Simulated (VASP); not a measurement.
# LiTaS3 in VASP: further runs

Runs on LiTaS3. Level: PBE. Tasks: single point, relaxation of cell and atoms.

Program: VASP 6.6.1. These are calculated values, not measurements. Logs are shortened: lines on timing, memory, paths and dates and some standing lists are left out, and cuts for length are marked.

## Step 1: The cell of the first run

It takes space group Pm-3m (No. 221, cubic). The conventional cell has a = 4.819 Å, b = 4.819 Å, c = 4.819 Å, α = 90.00°, β = 90.00°, γ = 90.00°. Li (site symmetry m-3m) has 12 S at 3.41 Å and 8 Ta at 4.17 Å within 4.5 Å. Ta (site symmetry m-3m) has 6 S at 2.41 Å within 3.2 Å. S (site symmetry 4/mmm) has 2 Ta at 2.41 Å within 3.2 Å.

## Step 2: Single point, PBE

Contents of INCAR:

```
PREC = Accurate
ENCUT = 520
EDIFF = 1E-7
ISMEAR = 0
SIGMA = 0.1
LREAL = False
LASPH = True
NELM = 100
ALGO = Normal
ISIF = 2
LWAVE = False
LCHARG = False
GGA = PE
NBANDS = 24
```

Contents of KPOINTS:

```
Automatic mesh
0
Gamma
  8 8 8
```

Contents of POSCAR:

```
LiTaS3
1.0
    4.8187523520      0.0000000000      0.0000000000
    0.0000000000      4.8187523520      0.0000000000
    0.0000000000      0.0000000000      4.8187523520
Li Ta S
1 1 3
Direct
    0.5000000000      0.5000000000      0.5000000000
    0.0000000000      0.0000000000      0.0000000000
    0.0000000000      0.0000000000      0.5000000000
    0.5000000000      0.0000000000      0.0000000000
    0.0000000000      0.5000000000      0.0000000000
```

Potentials or basis: VASP PAW PBE potentials, release 64 (Li_sv, Ta_pv, S).

Command:

```console
$ cat potpaw_PBE.64/Li_sv/POTCAR potpaw_PBE.64/Ta_pv/POTCAR potpaw_PBE.64/S/POTCAR > POTCAR
$ mpirun -np 1 vasp_std > vasp.out
```

OUTCAR:

```text
PREC = Accurate
   ENCUT = 520
   EDIFF = 1E-7
   ISMEAR = 0
   LREAL = False
   LASPH = True
   NELM = 100
   ISIF = 2
   GGA = PE

 ion  position               nearest neighbor table
   1  0.500  0.500  0.500-
   2  0.000  0.000  0.000-   3 2.41   4 2.41   5 2.41   3 2.41   5 2.41   4 2.41
   3  0.000  0.000  0.500-   2 2.41   2 2.41
   4  0.500  0.000  0.000-   2 2.41   2 2.41
   5  0.000  0.500  0.000-   2 2.41   2 2.41

  LATTYP: Found a simple cubic cell.
 ALAT       =     4.8187523520

  Lattice vectors:

 A1 = (   4.8187523520,   0.0000000000,   0.0000000000)
 A2 = (   0.0000000000,   4.8187523520,   0.0000000000)
 A3 = (   0.0000000000,   0.0000000000,   4.8187523520)

Analysis of symmetry for initial positions (statically):
=====================================================================
 Subroutine PRICEL returns:
 Original cell was already a primitive cell.

 Routine SETGRP: Setting up the symmetry group for a
 simple cubic supercell.

 Subroutine GETGRP returns: Found 48 space group operations
 (whereof 48 operations were pure point group operations)
 out of a pool of 48 trial point group operations.

The static configuration has the point symmetry O_h .

Analysis of symmetry for dynamics (positions and initial velocities):
=====================================================================
 Subroutine PRICEL returns:
 Original cell was already a primitive cell.

 Routine SETGRP: Setting up the symmetry group for a
 simple cubic supercell.

 Subroutine GETGRP returns: Found 48 space group operations
 (whereof 48 operations were pure point group operations)
 out of a pool of 48 trial point group operations.

The dynamic configuration has the point symmetry O_h .

 Subroutine INISYM returns: Found 48 space group operations
 (whereof 48 operations are pure point group operations),
 and found     1 'primitive' translations

----------------------------------------------------------------------------------------

                                     Primitive cell

  volume of cell :     111.8932

  direct lattice vectors                    reciprocal lattice vectors
     4.818752352  0.000000000  0.000000000     0.207522597  0.000000000  0.000000000
     0.000000000  4.818752352  0.000000000     0.000000000  0.207522597  0.000000000
     0.000000000  0.000000000  4.818752352     0.000000000  0.000000000  0.207522597

  length of vectors
     4.818752352  4.818752352  4.818752352     0.207522597  0.207522597  0.207522597

  position of ions in fractional coordinates (direct lattice)
     0.500000000  0.500000000  0.500000000
     0.000000000  0.000000000  0.000000000
     0.000000000  0.000000000  0.500000000
     0.500000000  0.000000000  0.000000000
     0.000000000  0.500000000  0.000000000

  ion indices of the primitive-cell ions
   primitive index   ion index
                 1           1
                 2           2
                 3           3
                 4           4
                 5           5

----------------------------------------------------------------------------------------

 KPOINTS: Automatic mesh

Automatic generation of k-mesh.
 Grid dimensions read from file:
 generate k-points for:    8    8    8

 Generating k-lattice:

  Cartesian coordinates                     Fractional coordinates (reciprocal lattice)
     0.025940325  0.000000000  0.000000000     0.125000000  0.000000000  0.000000000
     0.000000000  0.025940325  0.000000000     0.000000000  0.125000000  0.000000000
     0.000000000  0.000000000  0.025940325     0.000000000  0.000000000  0.125000000

  Length of vectors
     0.025940325  0.025940325  0.025940325

  Shift w.r.t. Gamma in fractional coordinates (k-lattice)
     0.000000000  0.000000000  0.000000000

 Subroutine IBZKPT returns following result:
 ===========================================

 Found     35 irreducible k-points:

 Following reciprocal coordinates:
            Coordinates               Weight
  0.000000  0.000000  0.000000      1.000000
  0.125000  0.000000  0.000000      6.000000
  0.250000  0.000000  0.000000      6.000000
  0.375000  0.000000  0.000000      6.000000
  0.500000  0.000000  0.000000      3.000000
  0.125000  0.125000  0.000000     12.000000
[... 16 lines left out ...]
  0.375000  0.375000  0.125000     24.000000
  0.500000  0.375000  0.125000     24.000000
 [... further k-points ...]
   k-points           NKPTS =     35   k-points in BZ     NKDIM =     35   number of bands    NBANDS=     24
   number of dos      NEDOS =    301   number of ions     NIONS =      5
   total plane-waves  NPLWV =  46656
   dimension x,y,z NGX =    36 NGY =   36 NGZ =   36
   dimension x,y,z NGXF=    72 NGYF=   72 NGZF=   72
   ions per type =               1   1   3
   NGX,Y,Z   is equivalent  to a cutoff of  12.42, 12.42, 12.42 a.u.
   NGXF,Y,Z  is equivalent  to a cutoff of  24.84, 24.84, 24.84 a.u.
 SYSTEM =  unknown system
   PREC   = accura    normal or accurate (medium, high low for compatibility)
   ISTART =      0    job   : 0-new  1-cont  2-samecut
   ICHARG =      2    charge: 1-file 2-atom 10-const
   ISPIN  =      1    spin polarized calculation?
   LNONCOLLINEAR =      F non collinear calculations
   LSORBIT =      F    spin-orbit coupling
   LASPH  =      T    aspherical Exc in radial PAW
   ENCUT  =  520.0 eV  38.22 Ry    6.18 a.u.   8.96  8.96  8.96*2*pi/ulx,y,z
   NELM   =    100;   NELMIN=  2; NELMDL= -5     # of ELM steps
   EDIFF  = 0.1E-06   stopping-criterion for ELM
   LREAL  =      F    real-space projection
   EDIFFG = 0.1E-05   stopping-criterion for IOM
   NSW    =      0    number of steps for IOM
   IBRION =     -1    ionic relax: 0-MD 1-quasi-New 2-CG
   NFREE  =      0    steps in history (QN), initial steepest desc. (CG)
   ISIF   =      2    stress and relaxation
   ISYM   =      2    0-nonsym 1-usesym 2-fastsym
   POTIM  = 0.5000    time-step for ionic-motion
   TEBEG  =    0.0;   TEEND  =   0.0 temperature during run
   PSTRESS=    0.0 pullay stress
   NELECT =      32.0000    total number of electrons
   NUPDOWN=      -1.0000    fix difference up-down
   EMIN   =  10.00;   EMAX   =-10.00  energy-range for DOS
   EFERMI =   0.00;   METHOD = LEGACY
   ISMEAR =     0;   SIGMA  =   0.10  broadening in eV -4-tet -1-fermi 0-gaus
   EFERMI_NEDOS =   21; number of points for ismear=-14 and -15
   IALGO  =     38    algorithm
   IMIX   =      4    mixing-type and parameters
     AMIX     =   0.40;   BMIX     =  1.00
     AMIX_MAG =   1.60;   BMIX_MAG =  1.00
  volume/ion in A,a.u.               =      22.38       151.02
  Fermi-wavevector in a.u.,A,eV,Ry     =   1.078591  2.038242 15.828461  1.163359
  Thomas-Fermi vector in A             =   2.214534
   LORBIT       =      0    0 simple, 1 ext, 2 COOP (PROOUT), +10 PAW based schemes
   GGA     = PE    functional components
   LHFCALC =     F    Hartree Fock is set to
   AEXX    =    0.0000 exact exchange contribution
   IVDW    =     0    specifies the selected vdW correction
   LEPSILON=     F    determine dielectric tensor
   LRPA    =     F    only Hartree local field effects (RPA)
 non-spin polarized calculation
 Gauss-broadening in eV      SIGMA  =   0.10
  energy-cutoff  :      520.00
  volume of cell :      111.89
 maximum number of plane-waves:      3036
 NGX is ok and might be reduce to    36
   NGX = 17   NGY = 17   NGZ = 17

 number of electron      31.9999985 magnetization

 Free energy of the ion-electron system (eV)
  ---------------------------------------------------
  ext. energy  EPLUGINS =         0.00000000
  ---------------------------------------------------
  free energy    TOTEN  =       -29.75820535 eV

  energy without entropy =      -29.75374138  energy(sigma->0) =      -29.75597337

 E-fermi :   3.0544     XC(G=0):  -8.8367

 val. band max:        2.9868300302   @ k =   0.5000   0.3750   0.3750
 cond. band min:       3.1075985641   @ k =   0.5000   0.5000   0.0000
 fundamental gap:      0.1207685339
 Fermi energy:         3.0544372791

 k-point     1 :       0.0000    0.0000    0.0000
  band No.  band energies     occupation
      1     -44.7334      2.00000
      2     -32.5482      2.00000
      3     -32.5482      2.00000
      4     -32.5482      2.00000
      5     -10.5574      2.00000
      6      -9.1171      2.00000
[... 16 lines left out ...]
     23       7.8409      0.00000
     24       9.3088      0.00000

 k-point     2 :       0.1250    0.0000    0.0000
  band No.  band energies     occupation
      1     -44.7334      2.00000
      2     -32.5494      2.00000
      3     -32.5482      2.00000
      4     -32.5482      2.00000
      5     -10.4975      2.00000
      6      -9.1135      2.00000
[... 16 lines left out ...]
     23       8.2536      0.00000
     24       9.2026      0.00000

 k-point     3 :       0.2500    0.0000    0.0000
  band No.  band energies     occupation
      1     -44.7334      2.00000
      2     -32.5524      2.00000
      3     -32.5481      2.00000
      4     -32.5481      2.00000
      5     -10.3484      2.00000
      6      -9.1050      2.00000
[... 16 lines left out ...]
     23       8.7448      0.00000
     24       9.7851      0.00000

 k-point     4 :       0.3750    0.0000    0.0000
  band No.  band energies     occupation
      1     -44.7334      2.00000
      2     -32.5553      2.00000
      3     -32.5480      2.00000
      4     -32.5480      2.00000
      5     -10.1931      2.00000
      6      -9.0964      2.00000
[... 16 lines left out ...]
     23       8.3724      0.00000
     24       9.3907      0.00000

 k-point     5 :       0.5000    0.0000    0.0000
  band No.  band energies     occupation
      1     -44.7334      2.00000
      2     -32.5565      2.00000
      3     -32.5480      2.00000
      4     -32.5480      2.00000
      5     -10.1274      2.00000
      6      -9.0928      2.00000
[... 451 lines left out ...]
 k-point    22 :       0.5000    0.2500    0.1250
  band No.  band energies     occupation
      1     -44.7334      2.00000
      2     -32.5564      2.00000
      3     -32.5521      2.00000
      4     -32.5491      2.00000
      5      -9.8022      2.00000
      6      -9.0260      2.00000
[... 16 lines left out ...]
     23       8.7920      0.00000
     24       8.9604      0.00000

 k-point    23 :       0.3750    0.3750    0.1250
  band No.  band energies     occupation
      1     -44.7334      2.00000
      2     -32.5551      2.00000
      3     -32.5551      2.00000
      4     -32.5491      2.00000
      5      -9.6918      2.00000
      6      -8.9813      2.00000
[... 16 lines left out ...]
     23       9.1524      0.00000
     24       9.2080      0.00000

 k-point    24 :       0.5000    0.3750    0.1250
  band No.  band energies     occupation
      1     -44.7334      2.00000
      2     -32.5563      2.00000
      3     -32.5551      2.00000
      4     -32.5491      2.00000
      5      -9.6163      2.00000
      6      -8.9648      2.00000
[... 16 lines left out ...]
     23       8.9698      0.00000
     24       9.3658      0.00000

 [... further k-points ...]
[... 5 lines left out ...]
  --------------------------------------------------------------------------------------
  -------------------------------------------------------------------------------------
  Total       -0.0125160     -0.0125160     -0.0125160      0.0000000      0.0000000     -0.0000000
  in kB       -0.1792137     -0.1792137     -0.1792137      0.0000000      0.0000000     -0.0000000
  external PRESSURE =      -0.1792137 kB  Pullay stress =       0.0000000 kB

 VOLUME and BASIS-vectors are now :
 -----------------------------------------------------------------------------
  energy-cutoff  :      520.00
  volume of cell :      111.89
      direct lattice vectors                 reciprocal lattice vectors
     4.818752352  0.000000000  0.000000000     0.207522597  0.000000000  0.000000000
     0.000000000  4.818752352  0.000000000     0.000000000  0.207522597  0.000000000
     0.000000000  0.000000000  4.818752352     0.000000000  0.000000000  0.207522597

 POSITION                                       TOTAL-FORCE (eV/Angst)
 -----------------------------------------------------------------------------------
      2.40938      2.40938      2.40938         0.000000      0.000000      0.000000
      0.00000      0.00000      0.00000         0.000000      0.000000      0.000000
      0.00000      0.00000      2.40938         0.000000      0.000000      0.000000
      2.40938      0.00000      0.00000         0.000000      0.000000      0.000000
      0.00000      2.40938      0.00000         0.000000      0.000000      0.000000
 -----------------------------------------------------------------------------------
    total drift:                                0.000000      0.000000     -0.000000

  FREE ENERGIE OF THE ION-ELECTRON SYSTEM (eV)
  ---------------------------------------------------
  free  energy   TOTEN  =       -29.7582053538 eV

  energy  without entropy=      -29.7537413845  energy(sigma->0) =      -29.75597337
```

Wall time 40 s (1 thread of AMD EPYC 9R45 (Zen 5), shared host); peak memory 0.23 GiB.

Results:

| Item | Value |
| --- | --- |
| Free energy | -29.7582 eV |
| Band gap on the k mesh | zero (band 16 reaches 3.13 eV, above the bottom of band 17 at 2.46 eV) |

Levels at points of the mesh, in eV from the Fermi level:
```csv
k point,band 12,band 13,band 14,band 15,band 16,band 17,band 18,band 19,band 20,band 21
"(0.00, 0.00, 0.00)",-1.27,-1.27,-0.73,-0.73,-0.73,-0.60,-0.60,-0.60,1.92,1.92
"(0.50, 0.00, 0.00)",-3.22,-2.72,-1.71,-0.87,-0.87,-0.54,1.96,2.31,2.31,2.92
"(0.50, 0.50, 0.00)",-3.13,-2.75,-2.21,-2.21,0.05,2.34,2.34,2.48,2.60,4.68
"(0.50, 0.50, 0.50)",-4.69,-4.69,0.08,0.08,0.08,2.52,2.70,2.70,2.70,6.46
```

Caveat: the cutoff is under 1.25 times the usual one of these potentials, so pressure, stress and relaxed cells hold a basis-set (Pulay) error; spin-orbit coupling is left out, which moves the levels of the heavy elements.

## Step 3: Relaxation of cell and atoms, PBE

This run uses another cell than the first one, of 22.19 Å³/atom, 0.992 times its volume.

Contents of INCAR:

```
PREC = Accurate
ENCUT = 600
EDIFF = 1E-6
ISMEAR = 0
SIGMA = 0.1
LREAL = False
LASPH = True
NELM = 100
ALGO = Normal
ISIF = 3
LWAVE = False
LCHARG = False
GGA = PE
IBRION = 2
NSW = 100
EDIFFG = -0.01
```

Contents of KPOINTS:

```
regular mesh
0
Gamma
  8 8 8
```

POSCAR, as its differences from that of step 2:

```diff
@@ -2,5 +2,5 @@
 1.0
-    4.8187523520      0.0000000000      0.0000000000
-    0.0000000000      4.8187523520      0.0000000000
-    0.0000000000      0.0000000000      4.8187523520
+    4.8054228863      0.0000000000      0.0000000000
+    0.0000000000      4.8054228863      0.0000000000
+    0.0000000000      0.0000000000      4.8054228863
 Li Ta S
```

Potentials or basis: VASP PAW PBE potentials, release 64 (Li_sv, Ta_pv, S).

Command:

```console
$ cat potpaw_PBE.64/Li_sv/POTCAR potpaw_PBE.64/Ta_pv/POTCAR potpaw_PBE.64/S/POTCAR > POTCAR
$ mpirun -np 1 vasp_std > vasp.out
```

Run time: 79 s. Hardware: 1 thread of AMD EPYC 9R45 (Zen 5), shared host; peak memory 0.28 GiB.

It converged, with:

* Free energy: -29.7585 eV
* Relaxed volume: 22.38 Å³/atom
* Relaxed cell: a = 4.819 Å, b = 4.819 Å, c = 4.819 Å, α = 90.00°, β = 90.00°, γ = 90.00°
* Space group after relaxing (to 0.05 Å): Pm-3m (No. 221)
* Energy gained by relaxing: 0.4 meV/atom
* Ionic steps: 3
* Pressure after relaxing: 0.0 GPa
* Band gap on the k mesh: zero (band 16 reaches 3.13 eV, above the bottom of band 17 at 2.46 eV)

The path:
| step | energy change (eV) | largest force (eV/Å) | pressure (GPa) | volume (Å³) |
| --- | --- | --- | --- | --- |
| 1 | 0.0000 | 0.0000 | 0.71 | 110.97 |
| 2 | -0.0010 | 0.0000 | -0.50 | 112.56 |
| 3 | -0.0020 | 0.0000 | 0.00 | 111.89 |

Final structure:
```xyz
5
Lattice="4.8187 0.0000 0.0000 0.0000 4.8187 0.0000 0.0000 0.0000 4.8187" Properties=species:S:1:pos:R:3 pbc="T T T"
Li    2.4093    2.4093    2.4093
Ta    0.0000    0.0000    0.0000
S     0.0000    0.0000    2.4093
S     2.4093    0.0000    0.0000
S     0.0000    2.4093    0.0000
```

Levels at points of the mesh, in eV from the Fermi level:
```tsv
k point	band 12	band 13	band 14	band 15	band 16	band 17	band 18	band 19	band 20
(0.00, 0.00, 0.00)	-1.27	-1.27	-0.73	-0.73	-0.73	-0.60	-0.60	-0.60	1.92
(0.50, 0.00, 0.00)	-3.22	-2.72	-1.71	-0.87	-0.87	-0.54	1.96	2.31	2.31
(0.50, 0.50, 0.00)	-3.13	-2.75	-2.21	-2.21	0.05	2.34	2.34	2.48	2.60
(0.50, 0.50, 0.50)	-4.69	-4.69	0.08	0.08	0.08	2.52	2.70	2.70	2.70
```

Caveat: the cutoff is under 1.25 times the usual one of these potentials, so pressure, stress and relaxed cells hold a basis-set (Pulay) error; spin-orbit coupling is left out, which moves the levels of the heavy elements.

(Part 1 of 2 ends here.)
